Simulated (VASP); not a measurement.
# CdS (Greenockite) in VASP: further runs

Runs on CdS (Greenockite). Level: PBE+D3(BJ). Tasks: single point.

Program: VASP 6.6.1. These are calculated values, not measurements. Logs are shortened: lines on timing, memory, paths and dates and some standing lists are left out, and cuts for length are marked.

## (1) The cell of the first run

It takes space group P6_3mc (No. 186, hexagonal). Conventional cell: a = 4.150 Å, b = 4.150 Å, c = 6.737 Å, α = 90.00°, β = 90.00°, γ = 120.00°. Cd (site symmetry 3m) has 4 S at 2.53 to 2.54 Å within 3.3 Å. S (site symmetry 3m) has 4 Cd at 2.53 to 2.54 Å within 3.3 Å.

## (2) Single point, PBE+D3(BJ)

INCAR

```
SYSTEM = CdS
PREC = Accurate
ENCUT = 500
EDIFF = 1E-6
ISMEAR = 0
SIGMA = 0.01
LREAL = .FALSE.
LASPH = .TRUE.
NELM = 120
ALGO = Normal
ISIF = 2
LWAVE = .FALSE.
LCHARG = .FALSE.
GGA = PE
IVDW = 12
NBANDS = 26
GGA_COMPAT = .FALSE.
```

KPOINTS

```
Automatic mesh
0
G
  2 2 2
  0 0 0
```

POSCAR

```
CdS
1.0
    4.1500000000      0.0000000000      0.0000000000
   -2.0750000000      3.5940000000      0.0000000000
    0.0000000000      0.0000000000      6.7370000000
Cd S
2 2
Direct
    0.3333333333      0.6666666667      0.0000000000
    0.6666666667      0.3333333333      0.5000000000
    0.3333333333      0.6666666667      0.3750000000
    0.6666666667      0.3333333333      0.8750000000
```

Potentials or basis: VASP PAW PBE potentials, release 64 (Cd, S).

Launch:

```console
$ cat potpaw_PBE.64/Cd/POTCAR potpaw_PBE.64/S/POTCAR > POTCAR
$ mpirun -np 1 vasp_std > vasp.out
```

OUTCAR:

```text
SYSTEM = CdS
   PREC = Accurate
   ENCUT = 500
   EDIFF = 1E-6
   ISMEAR = 0
   LREAL = .FALSE.
   LASPH = .TRUE.
   NELM = 120
   ISIF = 2
   GGA = PE
   IVDW = 12
 IVDW          = 12

 ion  position               nearest neighbor table
   1  0.333  0.667  0.000-   3 2.53   4 2.54   4 2.54   4 2.54
   2  0.667  0.333  0.500-   4 2.53   3 2.54   3 2.54   3 2.54
   3  0.333  0.667  0.375-   1 2.53   2 2.54   2 2.54   2 2.54
   4  0.667  0.333  0.875-   2 2.53   1 2.54   1 2.54   1 2.54

  LATTYP: Found a hexagonal cell.
 ALAT       =     4.1500000000
 C/A-ratio  =     1.6233734940

  Lattice vectors:

 A1 = (   4.1500000000,   0.0000000000,   0.0000000000)
 A2 = (  -2.0750000000,   3.5940000000,   0.0000000000)
 A3 = (   0.0000000000,   0.0000000000,   6.7370000000)

Analysis of symmetry for initial positions (statically):
=====================================================================
 Subroutine PRICEL returns:
 Original cell was already a primitive cell.

 Routine SETGRP: Setting up the symmetry group for a
 hexagonal supercell.

 Subroutine GETGRP returns: Found 12 space group operations
 (whereof  6 operations were pure point group operations)
 out of a pool of 24 trial point group operations.

The static configuration has the point symmetry C_3v.
 The point group associated with its full space group is C_6v.

Analysis of symmetry for dynamics (positions and initial velocities):
=====================================================================
 Subroutine PRICEL returns:
 Original cell was already a primitive cell.

 Routine SETGRP: Setting up the symmetry group for a
 hexagonal supercell.

 Subroutine GETGRP returns: Found 12 space group operations
 (whereof  6 operations were pure point group operations)
 out of a pool of 24 trial point group operations.

The dynamic configuration has the point symmetry C_3v.
 The point group associated with its full space group is C_6v.

 Subroutine INISYM returns: Found 12 space group operations
 (whereof  6 operations are pure point group operations),
 and found     1 'primitive' translations

----------------------------------------------------------------------------------------

                                     Primitive cell

  volume of cell :     100.4830

  direct lattice vectors                    reciprocal lattice vectors
     4.150000000  0.000000000  0.000000000     0.240963855  0.139120757  0.000000000
    -2.075000000  3.594000000  0.000000000     0.000000000  0.278241514  0.000000000
     0.000000000  0.000000000  6.737000000     0.000000000  0.000000000  0.148434021

  length of vectors
     4.150000000  4.149995301  6.737000000     0.278241199  0.278241514  0.148434021

  position of ions in fractional coordinates (direct lattice)
     0.333333333  0.666666667  0.000000000
     0.666666667  0.333333333  0.500000000
     0.333333333  0.666666667  0.375000000
     0.666666667  0.333333333  0.875000000

  ion indices of the primitive-cell ions
   primitive index   ion index
                 1           1
                 2           2
                 3           3
                 4           4

----------------------------------------------------------------------------------------

 KPOINTS: Automatic mesh

Automatic generation of k-mesh.
 Grid dimensions read from file:
 generate k-points for:    2    2    2

 Generating k-lattice:

  Cartesian coordinates                     Fractional coordinates (reciprocal lattice)
     0.120481928  0.069560378  0.000000000     0.500000000  0.000000000  0.000000000
     0.000000000  0.139120757  0.000000000     0.000000000  0.500000000  0.000000000
     0.000000000  0.000000000  0.074217011     0.000000000  0.000000000  0.500000000

  Length of vectors
     0.139120599  0.139120757  0.074217011

  Shift w.r.t. Gamma in fractional coordinates (k-lattice)
     0.000000000  0.000000000  0.000000000

 Subroutine IBZKPT returns following result:
 ===========================================

 Found      4 irreducible k-points:

 Following reciprocal coordinates:
            Coordinates               Weight
  0.000000  0.000000  0.000000      1.000000
  0.500000  0.000000  0.000000      3.000000
  0.000000  0.000000  0.500000      1.000000
  0.500000  0.000000  0.500000      3.000000
   k-points           NKPTS =      4   k-points in BZ     NKDIM =      4   number of bands    NBANDS=     26
   number of dos      NEDOS =    301   number of ions     NIONS =      4
   total plane-waves  NPLWV =  45000
   dimension x,y,z NGX =    30 NGY =   30 NGZ =   50
   dimension x,y,z NGXF=    60 NGYF=   60 NGZF=  100
   ions per type =               2   2
   NGX,Y,Z   is equivalent  to a cutoff of  12.02, 12.02, 12.34 a.u.
   NGXF,Y,Z  is equivalent  to a cutoff of  24.04, 24.04, 24.68 a.u.
 SYSTEM =  CdS
   PREC   = accura    normal or accurate (medium, high low for compatibility)
   ISTART =      0    job   : 0-new  1-cont  2-samecut
   ICHARG =      2    charge: 1-file 2-atom 10-const
   ISPIN  =      1    spin polarized calculation?
   LNONCOLLINEAR =      F non collinear calculations
   LSORBIT =      F    spin-orbit coupling
   LASPH  =      T    aspherical Exc in radial PAW
   ENCUT  =  500.0 eV  36.75 Ry    6.06 a.u.   7.57  7.57 12.28*2*pi/ulx,y,z
   NELM   =    120;   NELMIN=  2; NELMDL= -5     # of ELM steps
   EDIFF  = 0.1E-05   stopping-criterion for ELM
   LREAL  =      F    real-space projection
   EDIFFG = 0.1E-04   stopping-criterion for IOM
   NSW    =      0    number of steps for IOM
   IBRION =     -1    ionic relax: 0-MD 1-quasi-New 2-CG
   NFREE  =      0    steps in history (QN), initial steepest desc. (CG)
   ISIF   =      2    stress and relaxation
   ISYM   =      2    0-nonsym 1-usesym 2-fastsym
   POTIM  = 0.5000    time-step for ionic-motion
   TEBEG  =    0.0;   TEEND  =   0.0 temperature during run
   PSTRESS=    0.0 pullay stress
   NELECT =      36.0000    total number of electrons
   NUPDOWN=      -1.0000    fix difference up-down
   EMIN   =  10.00;   EMAX   =-10.00  energy-range for DOS
   EFERMI =   0.00;   METHOD = LEGACY
   ISMEAR =     0;   SIGMA  =   0.01  broadening in eV -4-tet -1-fermi 0-gaus
   EFERMI_NEDOS =   21; number of points for ismear=-14 and -15
   IALGO  =     38    algorithm
   IMIX   =      4    mixing-type and parameters
     AMIX     =   0.40;   BMIX     =  1.00
     AMIX_MAG =   1.60;   BMIX_MAG =  1.00
  volume/ion in A,a.u.               =      25.12       169.52
  Fermi-wavevector in a.u.,A,eV,Ry     =   1.162728  2.197237 18.394208  1.351936
  Thomas-Fermi vector in A             =   2.299286
   LORBIT       =      0    0 simple, 1 ext, 2 COOP (PROOUT), +10 PAW based schemes
   GGA     = PE    functional components
   LHFCALC =     F    Hartree Fock is set to
   AEXX    =    0.0000 exact exchange contribution
   IVDW    =    12    specifies the selected vdW correction
   LEPSILON=     F    determine dielectric tensor
   LRPA    =     F    only Hartree local field effects (RPA)
 non-spin polarized calculation
 Gauss-broadening in eV      SIGMA  =   0.01
  energy-cutoff  :      500.00
  volume of cell :      100.48
 maximum number of plane-waves:      2552
   NGX = 15   NGY = 15   NGZ = 25

 number of electron      35.9999972 magnetization

 Free energy of the ion-electron system (eV)
  ---------------------------------------------------
  ext. energy  EPLUGINS =         0.00000000
  ---------------------------------------------------
  free energy    TOTEN  =       -11.35660693 eV

  energy without entropy =      -11.35660693  energy(sigma->0) =      -11.35660693

 E-fermi :   1.4383     XC(G=0):  -9.0231

 val. band max:        1.3707673156   @ k =   0.0000   0.0000   0.0000
 cond. band min:       2.4840007029   @ k =   0.0000   0.0000   0.0000
 fundamental gap:      1.1132333873
 Fermi energy:         1.4383429670

 k-point     1 :       0.0000    0.0000    0.0000
  band No.  band energies     occupation
      1     -10.9163      2.00000
      2     -10.4869      2.00000
      3      -6.4841      2.00000
      4      -6.4517      2.00000
      5      -6.4517      2.00000
      6      -6.3685      2.00000
      7      -6.3685      2.00000
      8      -6.0761      2.00000
      9      -6.0761      2.00000
     10      -5.9883      2.00000
     11      -5.9883      2.00000
     12      -5.6417      2.00000
     13      -3.0341      2.00000
     14       0.6022      2.00000
     15       0.6022      2.00000
     16       1.3031      2.00000
     17       1.3708      2.00000
     18       1.3708      2.00000
     19       2.4840      0.00000
     20       4.0427      0.00000
     21       7.7247      0.00000
     22       7.7247      0.00000
     23       8.0635      0.00000
     24       8.8550      0.00000
     25       8.8551      0.00000
     26       9.0345      0.00000

 k-point     2 :       0.5000    0.0000    0.0000
  band No.  band energies     occupation
      1     -10.5026      2.00000
      2     -10.3687      2.00000
      3      -6.3786      2.00000
      4      -6.3542      2.00000
      5      -6.1894      2.00000
      6      -6.1686      2.00000
      7      -6.1683      2.00000
      8      -6.1113      2.00000
      9      -6.0004      2.00000
     10      -5.9505      2.00000
     11      -5.6725      2.00000
     12      -5.5306      2.00000
     13      -2.7739      2.00000
     14      -2.1625      2.00000
     15      -1.3030      2.00000
     16      -0.5034      2.00000
     17       0.0417      2.00000
     18       0.6321      2.00000
     19       5.0057      0.00000
     20       5.1465      0.00000
     21       6.3875      0.00000
     22       7.7165      0.00000
     23       8.2544      0.00000
     24       9.4385      0.00000
     25       9.6689      0.00000
     26      11.4552      0.00000

 k-point     3 :       0.0000    0.0000    0.5000
  band No.  band energies     occupation
      1     -10.6966      2.00000
      2     -10.6966      2.00000
      3      -6.4169      2.00000
      4      -6.4169      2.00000
      5      -6.4169      2.00000
      6      -6.4169      2.00000
      7      -6.2571      2.00000
      8      -6.2571      2.00000
      9      -6.0263      2.00000
     10      -6.0263      2.00000
     11      -6.0263      2.00000
     12      -6.0263      2.00000
     13      -1.1479      2.00000
     14      -1.1479      2.00000
     15       0.9720      2.00000
     16       0.9720      2.00000
     17       0.9720      2.00000
     18       0.9720      2.00000
     19       4.1253      0.00000
     20       4.1253      0.00000
     21       7.4853      0.00000
     22       7.4853      0.00000
     23       8.0863      0.00000
     24       8.0863      0.00000
     25       8.0863      0.00000
     26       8.0863      0.00000

 k-point     4 :       0.5000    0.0000    0.5000
  band No.  band energies     occupation
      1     -10.4245      2.00000
      2     -10.4245      2.00000
      3      -6.3490      2.00000
      4      -6.3490      2.00000
      5      -6.2575      2.00000
      6      -6.2575      2.00000
      7      -6.1010      2.00000
      8      -6.1010      2.00000
      9      -5.9853      2.00000
     10      -5.9853      2.00000
     11      -5.6181      2.00000
     12      -5.6181      2.00000
     13      -2.7838      2.00000
     14      -2.7838      2.00000
     15       0.0241      2.00000
     16       0.0241      2.00000
     17       0.0300      2.00000
     18       0.0300      2.00000
     19       4.7511      0.00000
     20       4.7511      0.00000
     21       6.6564      0.00000
     22       6.6564      0.00000
     23       9.2175      0.00000
     24       9.2175      0.00000
     25       9.6613      0.00000
     26       9.6613      0.00000

------------------------ aborting loop because EDIFF is reached ----------------------------------------

 Edisp (eV)   -1.20918

 E8    (eV) :    -0.4927

  FORCE on cell =-STRESS in cart. coord.  units (eV):
  Direction    XX          YY          ZZ          XY          YZ          ZX
  --------------------------------------------------------------------------------------
  -------------------------------------------------------------------------------------
  Total       1.83623     1.83622    -0.14799     0.00000     0.00000     0.00000
  in kB      29.27821    29.27812    -2.35969     0.00000     0.00000     0.00000
  external pressure =       18.73 kB  Pullay stress =        0.00 kB

 VOLUME and BASIS-vectors are now :
 -----------------------------------------------------------------------------
  energy-cutoff  :      500.00
  volume of cell :      100.48
      direct lattice vectors                 reciprocal lattice vectors
     4.150000000  0.000000000  0.000000000     0.240963855  0.139120757  0.000000000
    -2.075000000  3.594000000  0.000000000     0.000000000  0.278241514  0.000000000
     0.000000000  0.000000000  6.737000000     0.000000000  0.000000000  0.148434021

 POSITION                                       TOTAL-FORCE (eV/Angst)
 -----------------------------------------------------------------------------------
     -0.00000      2.39600      0.00000        -0.000000     -0.000000      0.187365
      2.07500      1.19800      3.36850         0.000000      0.000000      0.187365
     -0.00000      2.39600      2.52637         0.000000     -0.000000     -0.187365
      2.07500      1.19800      5.89487        -0.000000      0.000000     -0.187365
 -----------------------------------------------------------------------------------
    total drift:                               -0.000000     -0.000000     -0.000618

  FREE ENERGIE OF THE ION-ELECTRON SYSTEM (eV)
  ---------------------------------------------------
  free  energy   TOTEN  =       -12.5657909917 eV

  energy  without entropy=      -12.5657909917  energy(sigma->0) =      -12.56579099
```

Run time: 13 s. Hardware: 1 thread of Intel Xeon Platinum 8259CL at 2.50GHz (Skylake/Cascade Lake), shared host; peak memory 0.2 GiB.

Results:

```yaml
Free_energy: -12.5658 eV
Pressure: 1.9 GPa
Largest_force: 0.187 eV/Å
Band_gap_on_the_k_mesh: 1.11 eV, direct
Dispersion_energy_per_atom: -0.302 eV
```

Forces in eV/Å, atoms in the order of the input:
```
Cd   0.000  0.000  0.187
Cd   0.000  0.000  0.187
S    0.000  0.000 -0.187
S    0.000  0.000 -0.187
```

Caveat: the k points lie up to 0.87 Å⁻¹ apart; three body term missing.

## (3) Single point, PBE+D3(BJ)

INCAR

```
PREC = Accurate ; ENCUT = 500
EDIFF = 1E-6 ; ISMEAR = 0
SIGMA = 0.01 ; LREAL = F
LASPH = T ; NELM = 120
ALGO = Normal ; ISIF = 2
LWAVE = F ; LCHARG = F
GGA = PE ; IVDW = 12
NBANDS = 26 ; GGA_COMPAT = F
```

KPOINTS

```
Automatic mesh
0
Gamma
  2 2 2
```

POSCAR, as its differences from that of step 2:

```diff
@@ -8,3 +8,3 @@
 Direct
-    0.3333333333      0.6666666667      0.0000000000
+    0.3333333333      0.6666666667      0.0100000000
     0.6666666667      0.3333333333      0.5000000000
```

Potentials or basis: VASP PAW PBE potentials, release 64 (Cd, S).

Launch:

```console
$ cat potpaw_PBE.64/Cd/POTCAR potpaw_PBE.64/S/POTCAR > POTCAR
$ mpirun -np 1 vasp_std > vasp.out
```

Wall time 15 s (1 thread of Intel Xeon Platinum 8259CL at 2.50GHz (Skylake/Cascade Lake), shared host); peak memory 0.19 GiB.

The run converged. Its results:

```yaml
Free_energy: -12.5613 eV
Pressure: 1.9 GPa
Largest_force: 0.344 eV/Å
Band_gap_on_the_k_mesh: 1.09 eV, direct
Dispersion_energy_per_atom: -0.302 eV
```

Forces in eV/Å, atoms in the order of the input:
```
Cd   0.000  0.000 -0.344
Cd   0.000  0.000  0.306
S    0.000  0.000  0.138
S    0.000  0.000 -0.100
```

Stress tensor (GPa, compression positive):
```
2.49 0.00 0.00
0.00 2.49 0.00
0.00 0.00 0.81
```

Levels at points of the mesh, in eV from the valence-band top:
```
           k point  band 14  band 15  band 16  band 17  band 18  band 19  band 20  band 21  band 22  band 23
(0.00, 0.00, 0.00)    -0.82    -0.82    -0.10     0.00     0.00     1.09     2.71     6.34     6.34     6.70
(0.50, 0.00, 0.00)    -3.50    -2.72    -1.90    -1.38    -0.70     3.59     3.81     4.98     6.32     6.78
(0.00, 0.00, 0.50)    -2.49    -0.51    -0.51    -0.34    -0.34     2.67     2.85     6.10     6.17     6.64
(0.50, 0.00, 0.50)    -4.07    -1.45    -1.44    -1.33    -1.22     3.31     3.37     5.24     5.39     7.79
```

Caveat: the k points lie up to 0.87 Å⁻¹ apart; three body term missing.
